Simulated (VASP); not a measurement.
Wanted: the native input for a VASP 6.6.1 run.

```
Task                   : single point
Functional             : PBE
Potentials or basis    : VASP PAW PBE potentials, release 64 (Pt)
Cutoff                 : 520 eV
k mesh                 : 12 × 12 × 12
Occupations            : fermi-dirac, width 0.05 eV
Spin                   : no spin polarisation
Dipole correction      : no
Further INCAR settings : ALGO = Normal; EDIFF = 1e-06; NBANDS = 11
```

The structure of Pt lies in POSCAR:

```
Pt
1.0
    0.0000000000      1.9609000000      1.9609000000
    1.9609000000      0.0000000000      1.9609000000
    1.9609000000      1.9609000000      0.0000000000
Pt
1
Direct
    0.0000000000      0.0000000000      0.0000000000
```

These files were run (other wordings do the same):

INCAR

```
SYSTEM = Pt
ALGO = Normal
EDIFF = 1E-6
ENCUT = 520
GGA = PE
ISIF = 2
ISMEAR = -1
LASPH = .TRUE.
LCHARG = .FALSE.
LREAL = .FALSE.
LWAVE = .FALSE.
NBANDS = 11
NELM = 80
PREC = Accurate
SIGMA = 0.05
```

KPOINTS

```
k-points
0
G
  12 12 12
  0 0 0
```

Potentials or basis: VASP PAW PBE potentials, release 64 (Pt).

The run is started by

```sh
$ cat potpaw_PBE.64/Pt/POTCAR > POTCAR
$ mpirun -np 1 vasp_std > vasp.out
```

Results of the run:

```json
{"Pressure": "9.7 GPa", "Band gap on the k mesh": "zero (band 5 reaches 11.77 eV, above the bottom of band 6 at 9.54 eV)"}
```

Caveat: spin-orbit coupling is left out, which moves the levels of the heavy elements.

It took 6.3 s on 1 thread of Intel(R) Xeon(R) Platinum 8488C (Sapphire Rapids), on a shared host, peak memory 0.15 GiB.
